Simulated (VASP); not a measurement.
MnAs:

```
As Mn
1.0
     3.71000    0.00000    0.00000
    -1.85500    3.21295    0.00000
     0.00000    0.00000    5.69100
As Mn
2 2
Direct
  0.66667 0.33333 0.75000
  0.33333 0.66667 0.25000
  0.00000 0.00000 0.50000
  0.00000 0.00000 0.00000
```

Program: VASP 6.6.1. Alike in all runs: task single point; potentials or basis VASP PAW PBE potentials, release 64 (As, Mn_pv); cell as given; cutoff (eV) 520; smearing fermi-dirac 0.05 eV.

Problem. Order these runs on this cell by their pressure, lowest first.
A. level PBE; spin collinear, ferromagnetic start; k mesh 7 × 7 × 4
B. level PBE-based screened hybrid; spin collinear, ferromagnetic start; k mesh 4 × 4 × 3; grid for exact exchange (PRECFOCK) Normal; share of exact exchange 0.4; screening parameter 0.2 1/Å
C. level PBE-based screened hybrid; spin collinear, ferromagnetic start; k mesh 4 × 4 × 3; grid for exact exchange (PRECFOCK) Normal; share of exact exchange 0.2; screening parameter 0.2 1/Å
D. level PBE; spin collinear, ferrimagnetic start; k mesh 8 × 8 × 5
E. level PBE; spin off; k mesh 8 × 8 × 5

Solution. E (-19.1 GPa), D (-5.4 GPa), A (-3.0 GPa), C (6.9 GPa), B (12.2 GPa).

Caveats: some runs use coarse meshes; the PAW data sets were made with another functional, which shifts forces and pressure a little (some runs).
